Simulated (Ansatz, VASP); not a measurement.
# Two plane-wave programs on B3P

```
CELL_PARAMETERS angstrom
3.87773 0.15091 -0.30076
0.38799 3.12065 -0.00155
-0.30245 0.74984 3.03818
ATOMIC_POSITIONS crystal
B 0.61471 0.22237 0.96032
B 0.80273 0.32909 0.48596
B 0.42633 0.74826 0.06655
P 0.11449 0.75497 0.49242
```

Alike in both runs: functional PBE; k mesh 4 × 6 × 6; occupations gaussian, width 0.1 eV; no spin polarisation.

Ansatz relaxed the structure, and its values are those at the end. VASP's run is a single point on that final structure, the one shown.

|  | VASP | Ansatz |
| --- | --- | --- |
| version | VASP 6.6.1 | Ansatz 0.2.0 |
| potentials or method | VASP PAW PBE potentials, release 64 (B, P), cutoff 520 eV | scalar-relativistic, plane waves, PAW |
| valence electrons in the cell | 14 | 14 |

Ansatz gave:

```
gap on the k mesh at the Fermi level (eV) : none
pressure (GPa)                            : 0.0
rms of the force components (eV/Å)        : 0.008
```

Q: What did VASP give for the same quantities?

A: gap on the k mesh at the Fermi level (eV): none; pressure (GPa): -0.2; rms of the force components (eV/Å): 0.010.

A gap of «none» marks a metal or a gap that the smearing closes.

The k mesh is coarse, so the values compare programs but aren't converged.
